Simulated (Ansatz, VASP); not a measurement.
# BeTe: VASP beside Ansatz

File INCAR:

```
SYSTEM = BeTe
ALGO = Normal
EDIFF = 1E-6
ENCUT = 600
GGA = PE
GGA_COMPAT = .FALSE.
ISIF = 2
ISMEAR = 1
LASPH = .TRUE.
LCHARG = .TRUE.
LELF = .TRUE.
LREAL = .FALSE.
LVHAR = .TRUE.
LWAVE = .FALSE.
NBANDS = 11
NELM = 120
PREC = Accurate
SIGMA = 0.05
```

Contents of KPOINTS:

```
k-points
0
G
  6 6 6
  0 0 0
```

POSCAR

```
BeTe
1.0
    0.0000000000      2.8286228760      2.8286228760
    2.8286228760      0.0000000000      2.8286228760
    2.8286228760      2.8286228760      0.0000000000
Be Te
1 1
Direct
    0.0000000000      0.0000000000      0.0000000000
    0.2500000000      0.2500000000      0.2500000000
```

Input for Ansatz:

```yaml
crystal:
  lattice:
    - [0.0, 2.828622876, 2.828622876]
    - [2.828622876, 0.0, 2.828622876]
    - [2.828622876, 2.828622876, 0.0]
  atoms:
    - { symbol: Be, position: [0.0, 0.0, 0.0] }
    - { symbol: Te, position: [0.25, 0.25, 0.25] }
kpoints:
  mp_grid: { grid: [6, 6, 6] }
hamiltonian:
  xc: pbe
scf:
  occupations: { method: cold, width: 0.05 }
  n_extra_bands: 4
output:
  forces: true
  stress: true
  eigenvalues: true
```

Alike in both runs: task single point; functional PBE; k mesh 6 × 6 × 6; no spin polarisation.

```csv
,VASP,Ansatz
version,VASP 6.6.1,Ansatz 0.2.0
potentials or method,"VASP PAW PBE potentials, release 64 (Be, Te)",plane waves
plane-wave cutoff (eV),600,420
occupations,"methfessel-paxton of order 1, width 0.05 eV","cold, width 0.05 eV"
valence electrons in the cell,8,18
```

```csv
,VASP,Ansatz,Ansatz less VASP
gap on the k mesh at the Fermi level (eV),2.01,2.02,+0.014
pressure (GPa),0.4,0.2,-0.14
```

VASP's potentials hold 8 valence electrons a cell and Ansatz's 18, so a difference there can come from the potentials and not from the codes.

Neither program's run includes spin-orbit coupling.
